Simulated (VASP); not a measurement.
## InAs: single point with PBE

The system is InAs.

```
In As
1.0
     0.00000    3.05459    3.05459
     3.05459    0.00000    3.05459
     3.05459    3.05459    0.00000
In As
1 1
Direct
  0.00000 0.00000 0.00000
  0.25000 0.25000 0.25000
```

```
Program                : VASP 6.6.1
Task                   : single point
Functional             : PBE
Potentials or basis    : VASP PAW PBE potentials, release 64 (In_d, As)
Cutoff                 : 520 eV
k mesh                 : 2 × 2 × 2
Occupations            : fermi-dirac, width 0.02 eV
Spin                   : no spin polarisation
Dipole correction      : no
Further INCAR settings : ALGO = Normal; EDIFF = 1e-06; NBANDS = 16
```

```yaml
Pressure: 9.3 GPa
Band_gap_on_the_k_mesh: zero (filled and empty bands touch)
```

Levels at points of the mesh, in eV from the Fermi level:
```csv
k point,band 6,band 7,band 8,band 9,band 10,band 11,band 12,band 13
"(0.00, 0.00, 0.00)",-11.68,-0.45,-0.01,-0.01,-0.01,3.68,3.68,3.68
"(0.50, 0.00, 0.00)",-10.27,-5.76,-1.00,-1.00,0.76,4.46,4.46,6.69
"(0.50, 0.50, 0.00)",-9.73,-5.87,-2.31,-2.31,1.40,1.94,8.93,8.93
```

It took 3.3 s on 1 thread of Intel(R) Xeon(R) 6975P-C (Granite Rapids) (shared host), peak memory 0.16 GiB.

Caveat: the k points lie up to 0.89 Å⁻¹ apart, too coarse for converged energies, forces and pressures; semilocal functionals underestimate gaps, and a narrow one can read as zero; spin-orbit coupling is left out, which moves the levels of the heavy elements.
